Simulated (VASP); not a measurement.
Here is a VASP 6.6.1 calculation.

The input INCAR:

```
SYSTEM = MgS
PREC = Accurate
ENCUT = 520
EDIFF = 1E-6
ISMEAR = -1
SIGMA = 0.05
LREAL = .FALSE.
LASPH = .TRUE.
NELM = 100
ALGO = Normal
ISIF = 2
LWAVE = .FALSE.
LCHARG = .FALSE.
GGA = CA
NBANDS = 16
```

KPOINTS

```
Automatic mesh
0
G
  8 8 4
  0 0 0
```

File POSCAR:

```
MgS
1.0
    4.1137527396      0.0000000000      0.0000000000
   -2.0568763698      3.5626143774      0.0000000000
    0.0000000000      0.0000000000      6.5584496235
S Mg
2 2
Direct
    0.6666666667      0.3333333333      0.8792441500
    0.3333333333      0.6666666667      0.3792441500
    0.3333333333      0.6666666667      0.9957548500
    0.6666666667      0.3333333333      0.4957548500
```

Potentials or basis: VASP PAW LDA potentials, release 64 (S, Mg).

Run with:

```sh
$ cat potpaw_LDA.64/S/POTCAR potpaw_LDA.64/Mg/POTCAR > POTCAR
$ mpirun -np 1 vasp_std > vasp.out
```

**Question.** What does it give for the band gap on the k mesh?

**Answer.** 2.88 eV.

**Question.** Predict the pressure.

**Answer.** -5.1 GPa.

**Question.** Predict the largest force.

**Answer.** 0.058 eV/Å.

Forces in eV/Å, atoms in the order of the input:
```
S    0.000  0.000 -0.058
S    0.000  0.000 -0.058
Mg   0.000  0.000  0.058
Mg   0.000  0.000  0.058
```

Caveat: the cell stands under tension.
